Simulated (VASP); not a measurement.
# La (Im-3m) in VASP: a series of runs, part 2 of 2

VASP 6.6.1. Earlier steps stand in the parts before.

## 3. Relaxation of cell and atoms, PBEsol, target pressure 5 GPa, at which the enthalpy is minimised

Contents of INCAR:

```
SYSTEM = La
PREC = Accurate ; ENCUT = 500
EDIFF = 1E-7 ; ISMEAR = 1
SIGMA = 0.1 ; LREAL = .FALSE.
LASPH = .TRUE. ; NELM = 200
ALGO = Normal ; ISIF = 3
LWAVE = .FALSE. ; LCHARG = .FALSE.
GGA = PS ; IBRION = 2
NSW = 80 ; EDIFFG = -0.03
PSTRESS = 50.0 ; GGA_COMPAT = .FALSE.
NELMIN = 4 ; LMAXMIX = 6
```

Contents of KPOINTS:

```
regular mesh
0
G
  6 6 6
  0 0 0
```

Contents of POSCAR:

```
La
1.0
   -2.1050000000      2.1050000000      2.1050000000
    2.1050000000     -2.1050000000      2.1050000000
    2.1050000000      2.1050000000     -2.1050000000
La
1
Direct
    0.0000000000      0.0000000000      0.0000000000
```

Potentials or basis: VASP PAW PBE potentials, release 64 (La).

Command:

```bash
$ cat potpaw_PBE.64/La/POTCAR > POTCAR
$ mpirun -np 1 vasp_std > vasp.out
```

OUTCAR:

```text
SYSTEM = La
   PREC = Accurate
   ENCUT = 500
   EDIFF = 1E-7
   ISMEAR = 1
   LREAL = .FALSE.
   LASPH = .TRUE.
   NELM = 200
   ISIF = 3
   GGA = PS
   IBRION = 2
   NSW = 80
   EDIFFG = -0.03
   PSTRESS = 50.0
   NELMIN = 4

 ion  position               nearest neighbor table
   1  0.000  0.000  0.000-

  LATTYP: Found a body centered cubic cell.
 ALAT       =     4.2100000000

  Lattice vectors:

 A1 = (  -2.1050000000,   2.1050000000,   2.1050000000)
 A2 = (   2.1050000000,  -2.1050000000,   2.1050000000)
 A3 = (   2.1050000000,   2.1050000000,  -2.1050000000)

Analysis of symmetry for initial positions (statically):
=====================================================================
 Subroutine PRICEL returns:
 Original cell was already a primitive cell.

 Routine SETGRP: Setting up the symmetry group for a
 body centered cubic supercell.

 Subroutine GETGRP returns: Found 48 space group operations
 (whereof 48 operations were pure point group operations)
 out of a pool of 48 trial point group operations.

The static configuration has the point symmetry O_h .

Analysis of symmetry for dynamics (positions and initial velocities):
=====================================================================
 Subroutine PRICEL returns:
 Original cell was already a primitive cell.

 Routine SETGRP: Setting up the symmetry group for a
 body centered cubic supercell.

 Subroutine GETGRP returns: Found 48 space group operations
 (whereof 48 operations were pure point group operations)
 out of a pool of 48 trial point group operations.

The dynamic configuration has the point symmetry O_h .

 Subroutine INISYM returns: Found 48 space group operations
 (whereof 48 operations are pure point group operations),
 and found     1 'primitive' translations

----------------------------------------------------------------------------------------

                                     Primitive cell

  volume of cell :      37.3092

  direct lattice vectors                    reciprocal lattice vectors
[... 81 lines left out ...]
   NFREE  =      1    steps in history (QN), initial steepest desc. (CG)
   ISIF   =      3    stress and relaxation
   ISYM   =      2    0-nonsym 1-usesym 2-fastsym
   POTIM  = 0.5000    time-step for ionic-motion
   TEBEG  =    0.0;   TEEND  =   0.0 temperature during run
   PSTRESS=   50.0 pullay stress
   NELECT =      11.0000    total number of electrons
   NUPDOWN=      -1.0000    fix difference up-down
   EMIN   =  10.00;   EMAX   =-10.00  energy-range for DOS
   EFERMI =   0.00;   METHOD = LEGACY
   ISMEAR =     1;   SIGMA  =   0.10  broadening in eV -4-tet -1-fermi 0-gaus
   EFERMI_NEDOS =   21; number of points for ismear=-14 and -15
   IALGO  =     38    algorithm
   IMIX   =      4    mixing-type and parameters
     AMIX     =   0.40;   BMIX     =  1.00
     AMIX_MAG =   1.60;   BMIX_MAG =  1.00
  volume/ion in A,a.u.               =      37.31       251.78
  Fermi-wavevector in a.u.,A,eV,Ry     =   1.089600  2.059045 16.153210  1.187227
  Thomas-Fermi vector in A             =   2.225806
   LORBIT       =      0    0 simple, 1 ext, 2 COOP (PROOUT), +10 PAW based schemes
   GGA     = PS    functional components
   LHFCALC =     F    Hartree Fock is set to
   AEXX    =    0.0000 exact exchange contribution
   IVDW    =     0    specifies the selected vdW correction
   LEPSILON=     F    determine dielectric tensor
   LRPA    =     F    only Hartree local field effects (RPA)
 conjugate gradient relaxation of ions
 non-spin polarized calculation
 Methfessel and Paxton  Order N= 1 SIGMA  =   0.10
  energy-cutoff  :      500.00
  volume of cell :       37.31
 maximum number of plane-waves:       968
 NGX is ok and might be reduce to    28
   NGX = 13   NGY = 13   NGZ = 13

--------------------------------------- Ionic step        1  -------------------------------------------

 number of electron      11.0000001 magnetization

 Free energy of the ion-electron system (eV)
  ---------------------------------------------------
  ext. energy  EPLUGINS =         0.00000000
  ---------------------------------------------------
  free energy    TOTEN  =        -5.16494394 eV

  energy without entropy =       -5.15892179  energy(sigma->0) =       -5.16293656

 E-fermi :   7.6550     XC(G=0):  -9.6671

 val. band max:        7.6243894585   @ k =   0.1667   0.1667   0.1667
 cond. band min:       7.7162675194   @ k =  -0.3333   0.3333   0.1667
 fundamental gap:      0.0918780609
 Fermi energy:         7.6550254655

 k-point     1 :       0.0000    0.0000    0.0000
  band No.  band energies     occupation
      1     -25.2015      2.00000
      2      -8.1277      2.00000
      3      -8.1277      2.00000
      4      -8.1277      2.00000
      5       4.4274      2.00000
      6       9.1470     -0.00000
      7       9.1832     -0.00000
      8       9.1881     -0.00000
      9       9.1923     -0.00000
[... 251 lines left out ...]
--------------------------------------- Ionic step        3  -------------------------------------------

 number of electron      10.9999999 magnetization

 Free energy of the ion-electron system (eV)
  ---------------------------------------------------
  ext. energy  EPLUGINS =         0.00000000
  ---------------------------------------------------
  free energy    TOTEN  =        -5.09723253 eV

  energy without entropy =       -5.09841914  energy(sigma->0) =       -5.09762806

 E-fermi :   9.8796     XC(G=0): -10.5774

 val. band max:        9.8476973581   @ k =   0.3333   0.1667   0.1667
 cond. band min:       9.8840685749   @ k =   0.1667   0.1667   0.1667
 fundamental gap:      0.0363712168
 Fermi energy:         9.8796071975

 k-point     1 :       0.0000    0.0000    0.0000
  band No.  band energies     occupation
      1     -22.7768      2.00000
      2      -5.1067      2.00000
      3      -5.1067      2.00000
      4      -5.1067      2.00000
      5       6.9726      2.00000
      6      11.5802     -0.00000
      7      11.5802     -0.00000
      8      11.5802     -0.00000
      9      11.6429     -0.00000
[... 210 lines left out ...]
  energy  without entropy=       -5.0984191422  energy(sigma->0) =       -5.09762806

  enthalpy is  TOTEN    =        -4.1582444521 eV   P V=        0.9389880739

 reached required accuracy - stopping structural energy minimisation
```

CONTCAR:

```text
La
   1.00000000000000
    -1.9593569167492348    1.9593569167492348    1.9593569167492348
     1.9593569167492348   -1.9593569167492348    1.9593569167492348
     1.9593569167492348    1.9593569167492348   -1.9593569167492348
  La
     1
Direct
     0.0000000000000000    0.0000000000000000    0.0000000000000000

  0.00000000E+00  0.00000000E+00  0.00000000E+00
```

It took 27 s on 1 thread of AMD EPYC 7R13 (Zen 3), shared host; peak memory 0.14 GiB.

Results:

```yaml
Free_energy: -5.0972 eV
Relaxed_volume: 30.09 Å³/atom
Relaxed_cell: a = 3.394 Å, b = 3.394 Å, c = 3.394 Å, α = 109.47°, β = 109.47°, γ = 109.47°
Space_group_after_relaxing_to_0.1_Å: Im-3m (No. 229)
Energy_change_on_relaxing_the_run_minimises_the_enthalpy: +67.7 meV/atom
Ionic_steps: 3
Pressure_after_relaxing: 4.9 GPa
Band_gap_on_the_k_mesh: zero (an odd number of electrons rules out a gap without spin polarisation)
```

Step by step:
| step | energy change (eV) | largest force (eV/Å) | pressure (GPa) | volume (Å³) |
| --- | --- | --- | --- | --- |
| 1 | 0.0000 | 0.0000 | -0.81 | 37.31 |
| 2 | 0.0565 | 0.0000 | 4.45 | 30.47 |
| 3 | 0.0677 | 0.0000 | 4.91 | 30.09 |

Final structure:
```yaml
crystal:
  lattice:
    - [-1.95936, 1.95936, 1.95936]
    - [1.95936, -1.95936, 1.95936]
    - [1.95936, 1.95936, -1.95936]
  atoms:
    - { symbol: La, position: [0.00000, 0.00000, 0.00000] }
```

Caveat: the cell is relaxed towards a set pressure, so the run minimises the enthalpy, not the energy; the volume moved by over 15 % at a fixed basis, so the end points are rough; the PAW data sets were made with another functional, which shifts forces and pressure a little; spin-orbit coupling is left out, which moves the levels of the heavy elements.

## 4. Relaxation of cell and atoms, PBEsol, target pressure 10 GPa, at which the enthalpy is minimised

Contents of INCAR:

```
SYSTEM = La
PREC = Accurate ; ENCUT = 500
EDIFF = 1E-7 ; ISMEAR = 1
SIGMA = 0.1 ; LREAL = .False.
LASPH = .True. ; NELM = 200
ALGO = Normal ; ISIF = 3
LWAVE = .False. ; LCHARG = .False.
GGA = PS ; IBRION = 2
NSW = 80 ; EDIFFG = -0.03
PSTRESS = 100.0 ; GGA_COMPAT = .False.
NELMIN = 4 ; LMAXMIX = 6
```

Contents of KPOINTS:

```
Automatic mesh
0
Gamma
  6 6 6
  0 0 0
```

POSCAR is that of step 3.

Command:

```bash
$ cat potpaw_PBE.64/La/POTCAR > POTCAR
$ mpirun -np 1 vasp_std > vasp.out
```

Wall time 60 s (1 thread of AMD EPYC 7R13 (Zen 3), shared host); peak memory 0.14 GiB.

Results (log left out):

```yaml
Free_energy: -4.9552 eV
Relaxed_volume: 26.87 Å³/atom
Relaxed_cell: a = 3.268 Å, b = 3.268 Å, c = 3.268 Å, α = 109.47°, β = 109.47°, γ = 109.47°
Space_group_after_relaxing_to_0.1_Å: Im-3m (No. 229)
Energy_change_on_relaxing_the_run_minimises_the_enthalpy: +209.7 meV/atom
Ionic_steps: 14
Pressure_after_relaxing: 9.8 GPa
Band_gap_on_the_k_mesh: zero (an odd number of electrons rules out a gap without spin polarisation)
```

Step by step:
| step | energy change (eV) | largest force (eV/Å) | pressure (GPa) | volume (Å³) |
| --- | --- | --- | --- | --- |
| 1 | 0.0000 | 0.0000 | -0.81 | 37.31 |
| 2 | 0.3249 | 0.0000 | 12.76 | 25.30 |
| 3 | 0.2276 | 0.0000 | 10.51 | 26.59 |
| 4 | 0.2077 | 0.0000 | 9.77 | 26.90 |
| 5 | 0.2079 | 0.0000 | 9.77 | 26.90 |
| 6 | 0.2083 | 0.0000 | 9.79 | 26.89 |
| 7 | 0.2083 | 0.0000 | 9.79 | 26.89 |
| 8 | 0.2083 | 0.0000 | 9.79 | 26.89 |
| 9 | 0.2083 | 0.0000 | 9.79 | 26.89 |
| 10 | 0.2084 | 0.0000 | 9.79 | 26.89 |
| 11 | 0.2084 | 0.0000 | 9.80 | 26.89 |
| 12 | 0.2086 | 0.0000 | 9.80 | 26.89 |
| 13 | 0.2090 | 0.0000 | 9.82 | 26.88 |
| 14 | 0.2097 | 0.0000 | 9.85 | 26.87 |

Final structure:
```
La
1.0
    -1.88684    1.88684    1.88684
     1.88684   -1.88684    1.88684
     1.88684    1.88684   -1.88684
La
1
Direct
  0.00000 0.00000 0.00000
```

Levels at points of the mesh, in eV from the Fermi level:
```tsv
k point	band 2	band 3	band 4	band 5	band 6	band 7	band 8	band 9
(0.00, 0.00, 0.00)	-14.53	-14.53	-14.53	-2.55	1.78	1.78	1.78	1.82
(0.50, 0.00, 0.00)	-17.80	-15.54	-14.62	-2.35	-0.64	1.88	2.24	2.61
(0.50, 0.50, 0.50)	-16.69	-16.69	-16.69	-3.04	-3.04	2.17	2.60	2.60
```

Caveat: the cell is relaxed towards a set pressure, so the run minimises the enthalpy, not the energy; the volume moved by over 15 % at a fixed basis, so the end points are rough; the PAW data sets were made with another functional, which shifts forces and pressure a little; spin-orbit coupling is left out, which moves the levels of the heavy elements.

## 5. Relaxation of cell and atoms, PBEsol, target pressure 20 GPa, at which the enthalpy is minimised

Contents of INCAR:

```
SYSTEM = La
PREC     = Accurate       ! precision mode
ENCUT    = 500            ! plane-wave cutoff, eV
EDIFF    = 1E-7           ! SCF threshold, eV
ISMEAR   = 1              ! smearing method
SIGMA    = 0.1            ! smearing width, eV
LREAL    = .False.        ! projectors in reciprocal space
LASPH    = .True.         ! aspherical terms in the spheres
NELM     = 200            ! most SCF steps
ALGO     = Normal         ! electronic algorithm
ISIF     = 3              ! what is computed and relaxed
LWAVE    = .False.        ! write WAVECAR
LCHARG   = .False.        ! write CHGCAR
GGA      = PS             ! functional
IBRION   = 2              ! ionic algorithm
NSW      = 80             ! ionic steps
EDIFFG   = -0.03          ! ionic threshold
PSTRESS  = 200.0        
GGA_COMPAT= .False.      
NELMIN   = 4            
LMAXMIX  = 6              ! l up to which the mixer works
```

Contents of KPOINTS:

```
regular mesh
0
Gamma
  6 6 6
  0 0 0
```

POSCAR is that of step 4.

Potentials or basis: VASP PAW PBE potentials, release 64 (La).

Command:

```bash
$ cat potpaw_PBE.64/La/POTCAR > POTCAR
$ mpirun -np 1 vasp_std > vasp.out
```

OUTCAR:

```text
SYSTEM = La
   PREC = Accurate
   ENCUT = 500
   EDIFF = 1E-7
   ISMEAR = 1
   LREAL = .False.
   LASPH = .True.
   NELM = 200
   ISIF = 3
   GGA = PS
   IBRION = 2
   NSW = 80
   EDIFFG = -0.03
   PSTRESS = 200.0
   NELMIN = 4

 ion  position               nearest neighbor table
   1  0.000  0.000  0.000-

  LATTYP: Found a body centered cubic cell.
 ALAT       =     4.2100000000

  Lattice vectors:

 A1 = (  -2.1050000000,   2.1050000000,   2.1050000000)
 A2 = (   2.1050000000,  -2.1050000000,   2.1050000000)
 A3 = (   2.1050000000,   2.1050000000,  -2.1050000000)

Analysis of symmetry for initial positions (statically):
=====================================================================
 Subroutine PRICEL returns:
 Original cell was already a primitive cell.

 Routine SETGRP: Setting up the symmetry group for a
 body centered cubic supercell.

 Subroutine GETGRP returns: Found 48 space group operations
 (whereof 48 operations were pure point group operations)
 out of a pool of 48 trial point group operations.

The static configuration has the point symmetry O_h .

Analysis of symmetry for dynamics (positions and initial velocities):
=====================================================================
 Subroutine PRICEL returns:
 Original cell was already a primitive cell.

 Routine SETGRP: Setting up the symmetry group for a
 body centered cubic supercell.

 Subroutine GETGRP returns: Found 48 space group operations
 (whereof 48 operations were pure point group operations)
 out of a pool of 48 trial point group operations.

The dynamic configuration has the point symmetry O_h .

 Subroutine INISYM returns: Found 48 space group operations
 (whereof 48 operations are pure point group operations),
 and found     1 'primitive' translations

----------------------------------------------------------------------------------------

                                     Primitive cell

  volume of cell :      37.3092

  direct lattice vectors                    reciprocal lattice vectors
    -2.105000000  2.105000000  2.105000000     0.000000000  0.237529691  0.237529691
     2.105000000 -2.105000000  2.105000000     0.237529691  0.000000000  0.237529691
[... 82 lines left out ...]
   POTIM  = 0.5000    time-step for ionic-motion
   TEBEG  =    0.0;   TEEND  =   0.0 temperature during run
   PSTRESS=  200.0 pullay stress
   NELECT =      11.0000    total number of electrons
   NUPDOWN=      -1.0000    fix difference up-down
   EMIN   =  10.00;   EMAX   =-10.00  energy-range for DOS
   EFERMI =   0.00;   METHOD = LEGACY
   ISMEAR =     1;   SIGMA  =   0.10  broadening in eV -4-tet -1-fermi 0-gaus
   EFERMI_NEDOS =   21; number of points for ismear=-14 and -15
   IALGO  =     38    algorithm
   IMIX   =      4    mixing-type and parameters
     AMIX     =   0.40;   BMIX     =  1.00
     AMIX_MAG =   1.60;   BMIX_MAG =  1.00
  volume/ion in A,a.u.               =      37.31       251.78
  Fermi-wavevector in a.u.,A,eV,Ry     =   1.089600  2.059045 16.153210  1.187227
  Thomas-Fermi vector in A             =   2.225806
   LORBIT       =      0    0 simple, 1 ext, 2 COOP (PROOUT), +10 PAW based schemes
   GGA     = PS    functional components
   LHFCALC =     F    Hartree Fock is set to
   AEXX    =    0.0000 exact exchange contribution
   IVDW    =     0    specifies the selected vdW correction
   LEPSILON=     F    determine dielectric tensor
   LRPA    =     F    only Hartree local field effects (RPA)
 conjugate gradient relaxation of ions
 non-spin polarized calculation
 Methfessel and Paxton  Order N= 1 SIGMA  =   0.10
  energy-cutoff  :      500.00
  volume of cell :       37.31
 maximum number of plane-waves:       968
 NGX is ok and might be reduce to    28
   NGX = 13   NGY = 13   NGZ = 13

--------------------------------------- Ionic step        1  -------------------------------------------

 number of electron      11.0000001 magnetization

 Free energy of the ion-electron system (eV)
  ---------------------------------------------------
  ext. energy  EPLUGINS =         0.00000000
  ---------------------------------------------------
  free energy    TOTEN  =        -5.16494394 eV

  energy without entropy =       -5.15892179  energy(sigma->0) =       -5.16293656

 E-fermi :   7.6550     XC(G=0):  -9.6671

 val. band max:        7.6243894585   @ k =   0.1667   0.1667   0.1667
 cond. band min:       7.7162675194   @ k =  -0.3333   0.3333   0.1667
 fundamental gap:      0.0918780609
 Fermi energy:         7.6550254655

 k-point     1 :       0.0000    0.0000    0.0000
  band No.  band energies     occupation
      1     -25.2015      2.00000
      2      -8.1277      2.00000
      3      -8.1277      2.00000
      4      -8.1277      2.00000
      5       4.4274      2.00000
      6       9.1470     -0.00000
      7       9.1832     -0.00000
      8       9.1881     -0.00000
      9       9.1923     -0.00000
[... 325 lines left out ...]
--------------------------------------- Ionic step        5  -------------------------------------------

 number of electron      10.9999999 magnetization

 Free energy of the ion-electron system (eV)
  ---------------------------------------------------
  ext. energy  EPLUGINS =         0.00000000
  ---------------------------------------------------
  free energy    TOTEN  =        -4.63183898 eV

  energy without entropy =       -4.63353362  energy(sigma->0) =       -4.63240386

 E-fermi :  13.1550     XC(G=0): -11.7924

 val. band max:       13.0915890983   @ k =   0.1667   0.1667   0.0000
 cond. band min:      13.1952221900   @ k =  -0.1667   0.1667   0.1667
 fundamental gap:      0.1036330916
 Fermi energy:        13.1549915503

 k-point     1 :       0.0000    0.0000    0.0000
  band No.  band energies     occupation
      1     -19.6927      2.00000
      2      -0.6066      2.00000
      3      -0.6066      2.00000
      4      -0.6066      2.00000
      5      11.4504      2.00000
      6      15.0530     -0.00000
      7      15.0530     -0.00000
      8      15.0530     -0.00000
      9      15.1440     -0.00000
[... 210 lines left out ...]
  energy  without entropy=       -4.6335336227  energy(sigma->0) =       -4.63240386

  enthalpy is  TOTEN    =        -1.7420098615 eV   P V=        2.8898291147

 reached required accuracy - stopping structural energy minimisation
```

Wall time 48 s (1 thread of AMD EPYC 7R13 (Zen 3), shared host); peak memory 0.15 GiB.

Results:

| Item | Value |
| --- | --- |
| Free energy | -4.6318 eV |
| Relaxed volume | 23.15 Å³/atom |
| Relaxed cell | a = 3.110 Å, b = 3.110 Å, c = 3.110 Å, α = 109.47°, β = 109.47°, γ = 109.47° |
| Space group after relaxing (to 0.1 Å) | Im-3m (No. 229) |
| Energy change on relaxing (the run minimises the enthalpy) | +533.1 meV/atom |
| Ionic steps | 5 |
| Pressure after relaxing | 19.9 GPa |
| Band gap on the k mesh | zero (an odd number of electrons rules out a gap without spin polarisation) |

The path:
```tsv
step	energy change (eV)	largest force (eV/Å)	pressure (GPa)	volume (Å³)
1	0.0000	0.0000	-0.81	37.31
2	2.3539	0.0000	88.48	16.79
3	0.4291	0.0000	15.83	24.08
4	0.4992	0.0000	18.67	23.43
5	0.5331	0.0000	19.93	23.15
```

Final structure:
```yaml
crystal:
  lattice:
    - [-1.79541, 1.79541, 1.79541]
    - [1.79541, -1.79541, 1.79541]
    - [1.79541, 1.79541, -1.79541]
  atoms:
    - { symbol: La, position: [0.00000, 0.00000, 0.00000] }
```

Caveat: the cell is relaxed towards a set pressure, so the run minimises the enthalpy, not the energy; the volume moved by over 15 % at a fixed basis, so the end points are rough; the PAW data sets were made with another functional, which shifts forces and pressure a little; spin-orbit coupling is left out, which moves the levels of the heavy elements.

## 6. Summary

```tsv
cell	gap on the mesh (eV)	pressure (GPa)
relaxed	none	0.0
relaxed to 5 GPa	none	4.9
relaxed to 10 GPa	none	9.8
relaxed to 20 GPa	none	19.9
```

Alike in all rows: task relaxation of cell and atoms; level PBEsol; potentials or basis VASP PAW PBE potentials, release 64 (La); no spin polarisation; k mesh 6 × 6 × 6; cutoff (eV) 500; smearing methfessel-paxton 0.1 eV.

Caveats: the PAW data sets were made with another functional, which shifts forces and pressure a little; spin-orbit coupling is left out, which moves the levels of the heavy elements; the cell is relaxed towards a set pressure, so the run minimises the enthalpy, not the energy (at least some runs); the volume moved by over 15 % at a fixed basis, so the end points are rough (at least some runs).

Absolute energies hang on the potentials; compare differences alone.
